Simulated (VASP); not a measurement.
# AgCl (Immm) in VASP: further runs

The runs below take AgCl through single point, with r2SCAN.

Everything below comes from runs of VASP 6.6.1. Logs are shortened: lines on timing, memory, paths and dates and some standing lists are left out, and cuts for length are marked.

## (1) The cell of the first run

Symmetry: Immm, No. 71, orthorhombic system. The conventional cell has a = 3.883 Å, b = 3.961 Å, c = 5.546 Å, α = 90.00°, β = 90.00°, γ = 90.00°. Within 3.7 Å of Ag (site symmetry mmm) lie 6 Cl at 2.77 Å. Within 3.7 Å of Cl (site symmetry mmm) lie 6 Ag at 2.77 Å.

## (2) Single point, r2SCAN (strain -0.0200 x Voigt [0, 0, 0, 1, 0, 0])

The input, POSCAR:

```
AgCl
1.0
    0.0000000000      2.7454185000      2.7454185000
    2.7731500000     -0.0277315000      2.7731500000
    2.7731500000      2.7731500000     -0.0277315000
Ag Cl
1 1
Direct
    0.5000000000      0.5000000000      0.5000000000
    0.0000000000      0.0000000000      0.0000000000
```

The input, INCAR.step1:

```
ALGO = Normal
EDIFF = 1E-5
ENCUT = 550
GGA = PE
GGA_COMPAT = False
ISMEAR = 0
LASPH = True
LCHARG = False
LREAL = False
LWAVE = True
NBANDS = 16
NELM = 120
PREC = Accurate
SIGMA = 0.05
```

The input, INCAR.step2:

```
ALGO = Normal
EDIFF = 1E-6
ENCUT = 550
GGA_COMPAT = False
ISIF = 2
ISMEAR = 0
ISTART = 1
LASPH = True
LCHARG = False
LMIXTAU = True
LREAL = False
LWAVE = False
METAGGA = R2SCAN
NBANDS = 16
NELM = 120
PREC = Accurate
SIGMA = 0.05
```

The input, KPOINTS:

```
k-points
0
Gamma
  8 8 8
```

Potentials or basis: VASP PAW PBE potentials, release 64 (Ag, Cl).

Run with:

```sh
$ cat potpaw_PBE.64/Ag/POTCAR potpaw_PBE.64/Cl/POTCAR > POTCAR
$ cp INCAR.step1 INCAR
$ mpirun -np 1 vasp_std > vasp.out
$ cp INCAR.step2 INCAR
$ mpirun -np 1 vasp_std > vasp.out
```

OUTCAR:

```text
EDIFF = 1E-6
   ENCUT = 550
   ISIF = 2
   ISMEAR = 0
   ISTART = 1
   LASPH = True
   LREAL = False
   METAGGA = R2SCAN
   NELM = 120
   PREC = Accurate

 ion  position               nearest neighbor table
   1  0.500  0.500  0.500-   2 2.77   2 2.77   2 2.77   2 2.77   2 2.77   2 2.77
   2  0.000  0.000  0.000-   1 2.77   1 2.77   1 2.77   1 2.77   1 2.77   1 2.77

  LATTYP: Found a body centered orthorhombic cell.
 ALAT       =     3.8826080771
 B/A-ratio  =     1.0202020202
 C/A-ratio  =     1.4284985479

  Lattice vectors:

 A1 = (  -2.7731500000,   0.0277315000,  -2.7731500000)
 A2 = (  -2.7731500000,  -0.0277315000,   2.7731500000)
 A3 = (   2.7731500000,   2.7731500000,  -0.0277315000)

Analysis of symmetry for initial positions (statically):
=====================================================================
 Subroutine PRICEL returns:
 Original cell was already a primitive cell.

 Routine SETGRP: Setting up the symmetry group for a
 body centered orthorhombic supercell.

 Subroutine GETGRP returns: Found  8 space group operations
 (whereof  8 operations were pure point group operations)
 out of a pool of  8 trial point group operations.

The static configuration has the point symmetry D_2h.

Analysis of symmetry for dynamics (positions and initial velocities):
=====================================================================
 Subroutine PRICEL returns:
 Original cell was already a primitive cell.

 Routine SETGRP: Setting up the symmetry group for a
 body centered orthorhombic supercell.

 Subroutine GETGRP returns: Found  8 space group operations
 (whereof  8 operations were pure point group operations)
 out of a pool of  8 trial point group operations.

The dynamic configuration has the point symmetry D_2h.

 Subroutine INISYM returns: Found  8 space group operations
 (whereof  8 operations are pure point group operations),
 and found     1 'primitive' translations

----------------------------------------------------------------------------------------

                                     Primitive cell

  volume of cell :      42.6488

  direct lattice vectors                    reciprocal lattice vectors
     0.000000000  2.745418500  2.745418500    -0.180300380  0.182121596  0.182121596
     2.773150000 -0.027731500  2.773150000     0.180300380 -0.178515228  0.178515228
     2.773150000  2.773150000 -0.027731500     0.180300380  0.178515228 -0.178515228

  length of vectors
     3.882608077  3.921924385  3.921924385     0.314395895  0.310231527  0.310231527

  position of ions in fractional coordinates (direct lattice)
     0.500000000  0.500000000  0.500000000
     0.000000000  0.000000000  0.000000000

  ion indices of the primitive-cell ions
   primitive index   ion index
                 1           1
                 2           2

----------------------------------------------------------------------------------------

 KPOINTS: k-points

Automatic generation of k-mesh.
 Grid dimensions read from file:
 generate k-points for:    8    8    8

 Generating k-lattice:

  Cartesian coordinates                     Fractional coordinates (reciprocal lattice)
    -0.022537548  0.022765200  0.022765200     0.125000000  0.000000000  0.000000000
     0.022537548 -0.022314404  0.022314404     0.000000000  0.125000000 -0.000000000
     0.022537548  0.022314404 -0.022314404     0.000000000 -0.000000000  0.125000000

  Length of vectors
     0.039299487  0.038778941  0.038778941

  Shift w.r.t. Gamma in fractional coordinates (k-lattice)
     0.000000000  0.000000000  0.000000000

 Subroutine IBZKPT returns following result:
 ===========================================

 Found     95 irreducible k-points:

 Following reciprocal coordinates:
            Coordinates               Weight
  0.000000  0.000000  0.000000      1.000000
  0.125000  0.000000  0.000000      4.000000
  0.250000  0.000000  0.000000      4.000000
  0.375000 -0.000000 -0.000000      4.000000
  0.500000  0.000000  0.000000      2.000000
  0.000000  0.125000  0.000000      4.000000
[... 16 lines left out ...]
  0.125000  0.375000  0.000000      8.000000
  0.250000  0.375000  0.000000      8.000000
 [... further k-points ...]
   k-points           NKPTS =     95   k-points in BZ     NKDIM =     95   number of bands    NBANDS=     16
   number of dos      NEDOS =    301   number of ions     NIONS =      2
   total plane-waves  NPLWV =  27000
   dimension x,y,z NGX =    30 NGY =   30 NGZ =   30
   dimension x,y,z NGXF=    60 NGYF=   60 NGZF=   60
   ions per type =               1   1
   NGX,Y,Z   is equivalent  to a cutoff of  12.85, 12.72, 12.72 a.u.
   NGXF,Y,Z  is equivalent  to a cutoff of  25.69, 25.43, 25.43 a.u.
 SYSTEM =  unknown system
   PREC   = accura    normal or accurate (medium, high low for compatibility)
   ISTART =      1    job   : 0-new  1-cont  2-samecut
   ICHARG =      0    charge: 1-file 2-atom 10-const
   ISPIN  =      1    spin polarized calculation?
   LNONCOLLINEAR =      F non collinear calculations
   LSORBIT =      F    spin-orbit coupling
   LASPH  =      T    aspherical Exc in radial PAW
   ENCUT  =  550.0 eV  40.42 Ry    6.36 a.u.   7.42  7.50  7.50*2*pi/ulx,y,z
   NELM   =    120;   NELMIN=  2; NELMDL=  0     # of ELM steps
   EDIFF  = 0.1E-05   stopping-criterion for ELM
   LREAL  =      F    real-space projection
   EDIFFG = 0.1E-04   stopping-criterion for IOM
   NSW    =      0    number of steps for IOM
   IBRION =     -1    ionic relax: 0-MD 1-quasi-New 2-CG
   NFREE  =      0    steps in history (QN), initial steepest desc. (CG)
   ISIF   =      2    stress and relaxation
   ISYM   =      2    0-nonsym 1-usesym 2-fastsym
   POTIM  = 0.5000    time-step for ionic-motion
   TEBEG  =    0.0;   TEEND  =   0.0 temperature during run
   PSTRESS=    0.0 pullay stress
   NELECT =      18.0000    total number of electrons
   NUPDOWN=      -1.0000    fix difference up-down
   EMIN   =  10.00;   EMAX   =-10.00  energy-range for DOS
   EFERMI =   0.00;   METHOD = LEGACY
   ISMEAR =     0;   SIGMA  =   0.05  broadening in eV -4-tet -1-fermi 0-gaus
   EFERMI_NEDOS =   21; number of points for ismear=-14 and -15
   IALGO  =     38    algorithm
   IMIX   =      4    mixing-type and parameters
     AMIX     =   0.40;   BMIX     =  1.00
     AMIX_MAG =   1.60;   BMIX_MAG =  1.00
  volume/ion in A,a.u.               =      21.32       143.90
  Fermi-wavevector in a.u.,A,eV,Ry     =   1.227996  2.320575 20.517218  1.507973
  Thomas-Fermi vector in A             =   2.362938
   LORBIT       =      0    0 simple, 1 ext, 2 COOP (PROOUT), +10 PAW based schemes
   METAGGA = R2SCAN    functional components
   LHFCALC =     F    Hartree Fock is set to
   AEXX    =    0.0000 exact exchange contribution
   IVDW    =     0    specifies the selected vdW correction
   LEPSILON=     F    determine dielectric tensor
   LRPA    =     F    only Hartree local field effects (RPA)
 non-spin polarized calculation
 Gauss-broadening in eV      SIGMA  =   0.05
  energy-cutoff  :      550.00
  volume of cell :       42.65
 maximum number of plane-waves:      1269
 NGX is ok and might be reduce to    30
   NGX = 15   NGY = 15   NGZ = 15

 number of electron      18.0000004 magnetization

 Free energy of the ion-electron system (eV)
  ---------------------------------------------------
  ext. energy  EPLUGINS =         0.00000000
  ---------------------------------------------------
  free energy    TOTEN  =       -28.64304624 eV

  energy without entropy =      -28.64304624  energy(sigma->0) =      -28.64304624

 E-fermi :   3.8579     XC(G=0): -10.5086

 val. band max:        3.5558163932   @ k =   0.5000   0.0000   0.0000
 cond. band min:       4.9594291976   @ k =   0.0000   0.0000   0.0000
 fundamental gap:      1.4036128045
 Fermi energy:         3.8578967816

 k-point     1 :       0.0000    0.0000    0.0000
  band No.  band energies     occupation
      1     -12.2752      2.00000
      2       1.0498      2.00000
      3       1.0907      2.00000
      4       1.0924      2.00000
      5       1.1005      2.00000
      6       1.1193      2.00000
[... 8 lines left out ...]
     15      17.6809      0.00000
     16      17.7630      0.00000

 k-point     2 :       0.1250    0.0000    0.0000
  band No.  band energies     occupation
      1     -12.2144      2.00000
      2       0.3345      2.00000
      3       0.3368      2.00000
      4       0.3812      2.00000
      5       1.1477      2.00000
      6       1.1591      2.00000
[... 8 lines left out ...]
     15      16.2418      0.00000
     16      16.8505      0.00000

 k-point     3 :       0.2500    0.0000    0.0000
  band No.  band energies     occupation
      1     -12.0616      2.00000
      2      -0.7029      2.00000
      3      -0.2643      2.00000
      4      -0.2171      2.00000
      5       1.2749      2.00000
      6       1.2884      2.00000
[... 8 lines left out ...]
     15      16.4595      0.00000
     16      16.6754      0.00000

 k-point     4 :       0.3750   -0.0000   -0.0000
  band No.  band energies     occupation
      1     -11.8994      2.00000
      2      -1.4949      2.00000
      3      -0.6476      2.00000
      4      -0.5979      2.00000
      5       1.4071      2.00000
      6       1.4221      2.00000
[... 8 lines left out ...]
     15      17.2231      0.00000
     16      17.4170      0.00000

 k-point     5 :       0.5000    0.0000    0.0000
  band No.  band energies     occupation
      1     -11.8292      2.00000
      2      -1.7869      2.00000
      3      -0.7790      2.00000
      4      -0.7285      2.00000
      5       1.4634      2.00000
      6       1.4788      2.00000
[... 8 lines left out ...]
     15      17.8544      0.00000
     16      18.0513      0.00000

 k-point     6 :       0.0000    0.1250    0.0000
  band No.  band energies     occupation
      1     -12.2169      2.00000
      2       0.2879      2.00000
      3       0.3619      2.00000
      4       0.4055      2.00000
      5       1.1582      2.00000
      6       1.1713      2.00000
[... 8 lines left out ...]
     15      16.3341      0.00000
     16      16.9500      0.00000

 k-point     7 :       0.1250    0.1250    0.0000
  band No.  band energies     occupation
      1     -12.1980      2.00000
      2      -0.1841      2.00000
      3       0.6567      2.00000
      4       0.6584      2.00000
      5       1.0578      2.00000
      6       1.1823      2.00000
[... 8 lines left out ...]
     15      18.0311      0.00000
     16      18.1456      0.00000

 k-point     8 :       0.2500    0.1250    0.0000
  band No.  band energies     occupation
      1     -12.0808      2.00000
      2      -0.7639      2.00000
      3       0.0860      2.00000
      4       0.1604      2.00000
      5       1.1161      2.00000
      6       1.3041      2.00000
[... 8 lines left out ...]
     15      17.6319      0.00000
     16      18.1246      0.00000

 k-point     9 :       0.3750    0.1250    0.0000
  band No.  band energies     occupation
      1     -11.9272      2.00000
      2      -1.2828      2.00000
      3      -0.5245      2.00000
      4      -0.3476      2.00000
      5       1.2631      2.00000
      6       1.4416      2.00000
[... 8 lines left out ...]
     15      17.9824      0.00000
     16      18.1124      0.00000
[... 172 lines left out ...]
 k-point    19 :      -0.3750    0.2500   -0.0000
  band No.  band energies     occupation
      1     -11.8083      2.00000
      2      -1.3051      2.00000
      3      -0.6325      2.00000
      4      -0.6144      2.00000
      5       1.3990      2.00000
      6       1.4668      2.00000
[... 8 lines left out ...]
     15      17.2198      0.00000
     16      19.9459      0.00000

 k-point    20 :      -0.2500    0.2500    0.0000
  band No.  band energies     occupation
      1     -11.8747      2.00000
      2      -1.3442      2.00000
      3      -0.6591      2.00000
      4      -0.3025      2.00000
      5       1.3669      2.00000
      6       1.4613      2.00000
[... 8 lines left out ...]
     15      18.4843      0.00000
     16      20.1556      0.00000

 k-point    21 :      -0.1250    0.2500   -0.0000
  band No.  band energies     occupation
      1     -11.9838      2.00000
      2      -1.1246      2.00000
      3      -0.5139      2.00000
      4      -0.1248      2.00000
      5       1.2905      2.00000
      6       1.3873      2.00000
[... 8 lines left out ...]
     15      17.9643      0.00000
     16      18.1275      0.00000

 k-point    22 :       0.0000    0.3750    0.0000
  band No.  band energies     occupation
      1     -11.9156      2.00000
      2      -1.5181      2.00000
      3      -0.6049      2.00000
      4      -0.5523      2.00000
      5       1.3985      2.00000
      6       1.4164      2.00000
[... 8 lines left out ...]
     15      17.2201      0.00000
     16      17.4031      0.00000

 k-point    23 :       0.1250    0.3750    0.0000
  band No.  band energies     occupation
      1     -11.9406      2.00000
      2      -1.2866      2.00000
      3      -0.4844      2.00000
      4      -0.3294      2.00000
      5       1.2729      2.00000
      6       1.4300      2.00000
[... 8 lines left out ...]
     15      17.9528      0.00000
     16      18.2247      0.00000

 k-point    24 :       0.2500    0.3750    0.0000
  band No.  band energies     occupation
      1     -11.9240      2.00000
      2      -1.1789      2.00000
      3      -0.0574      2.00000
      4       0.0540      2.00000
      5       1.0502      2.00000
      6       1.4323      2.00000
[... 8 lines left out ...]
     15      18.8273      0.00000
     16      20.0084      0.00000

 [... further k-points ...]
[... 5 lines left out ...]
  --------------------------------------------------------------------------------------
  -------------------------------------------------------------------------------------
  Total       -0.0293377     -0.0280513     -0.0280513      0.0000000      0.0291333      0.0000000
  in kB       -1.1021217     -1.0537982     -1.0537982      0.0000000      1.0944460      0.0000000
  external PRESSURE =      -1.0699061 kB  Pullay stress =       0.0000000 kB

 VOLUME and BASIS-vectors are now :
 -----------------------------------------------------------------------------
  energy-cutoff  :      550.00
  volume of cell :       42.65
      direct lattice vectors                 reciprocal lattice vectors
     0.000000000  2.745418500  2.745418500    -0.180300380  0.182121596  0.182121596
     2.773150000 -0.027731500  2.773150000     0.180300380 -0.178515228  0.178515228
     2.773150000  2.773150000 -0.027731500     0.180300380  0.178515228 -0.178515228

 POSITION                                       TOTAL-FORCE (eV/Angst)
 -----------------------------------------------------------------------------------
      2.77315      2.74542      2.74542        -0.000000      0.000000      0.000000
      0.00000      0.00000      0.00000         0.000000     -0.000000     -0.000000
 -----------------------------------------------------------------------------------
    total drift:                                0.000000      0.000000      0.000000

  FREE ENERGIE OF THE ION-ELECTRON SYSTEM (eV)
  ---------------------------------------------------
  free  energy   TOTEN  =       -28.6430462378 eV

  energy  without entropy=      -28.6430462378  energy(sigma->0) =      -28.64304624
```

Wall time 2.1 min (1 thread of Intel Xeon 6975P-C (Granite Rapids), shared host); peak memory 0.22 GiB.

Results:

```
Free energy            : -28.6430 eV
Pressure               : -0.1 GPa
Band gap on the k mesh : 1.40 eV, indirect (least direct gap 3.69 eV)
```

Stress tensor (GPa, compression positive):
```
-0.11  0.00  0.00
 0.00 -0.11  0.11
 0.00  0.11 -0.11
```

Levels at points of the mesh, in eV from the valence-band top:
```
           k point  band 6  band 7  band 8  band 9  band 10  band 11  band 12  band 13
(0.00, 0.00, 0.00)   -2.44   -2.42   -2.40   -2.40     1.40    11.20    11.32    11.45
(0.50, 0.00, 0.00)   -2.08   -1.76   -0.02    0.00     4.65     7.19     8.13     8.25
(0.00, 0.50, 0.00)   -2.09   -1.78   -0.04   -0.02     4.72     7.09     8.27     8.38
(0.50, 0.50, 0.00)   -2.22   -1.97   -1.97   -1.86     2.91     8.33     9.21    12.33
(0.00, 0.50, 0.50)   -2.21   -1.97   -1.97   -1.86     2.91     8.33     9.22    12.23
```

Caveat: the cell differs from its parent crystal (strain -0.0200 x Voigt [0, 0, 0, 1, 0, 0]); the PAW data sets were made with another functional, which shifts forces and pressure a little.

(Part 1 of 3 ends here.)
